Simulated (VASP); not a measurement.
## C: single point with LDA

Crystal: C.

```
C
1.0
     0.00000    1.70976    1.83800
     1.70976    0.00000    1.83800
     1.70976    1.70976    0.00000
C
2
Direct
  0.50000 0.50000 0.50000
  0.75000 0.75000 0.75000
```

This cell differs from its parent crystal: volume 5.373 Å^3 an atom, c/a of the conventional cell 1.0750.

| Property | Result |
| --- | --- |
| Program | VASP 6.6.1 |
| Task | single point |
| Functional | LDA |
| Potentials or basis | VASP PAW LDA potentials, release 64 (C) |
| Cutoff | 520 eV |
| k mesh | 12 × 12 × 12 |
| Occupations | gaussian, width 0.05 eV |
| Spin | no spin polarisation |
| Dipole correction | no |
| Further INCAR settings | ALGO = Normal; EDIFF = 1e-07; NBANDS = 11 |

* Pressure: 13.8 GPa
* Band gap on the k mesh: 3.32 eV, indirect (least direct gap 5.04 eV)

Stress tensor (GPa, compression positive):
```
 39.14   0.00   0.00
  0.00  39.14   0.00
  0.00   0.00 -36.84
```

Levels at points of the mesh, in eV from the valence-band top:
```csv
k point,band 2,band 3,band 4,band 5,band 6,band 7
"(0.00, 0.00, 0.00)",-1.23,0.00,0.00,5.04,5.04,5.94
"(0.50, 0.00, 0.00)",-14.36,-4.04,-2.61,7.00,8.54,10.21
"(0.50, 0.50, 0.00)",-14.18,-6.25,-6.25,5.61,5.61,16.74
"(0.50, 0.00, 0.50)",-12.99,-7.36,-7.36,3.88,3.88,16.88
```

It took 8.5 s on 1 thread of Intel Xeon 6975P-C (shared host), peak memory 0.12 GiB.

 A k mesh can miss the band edges.
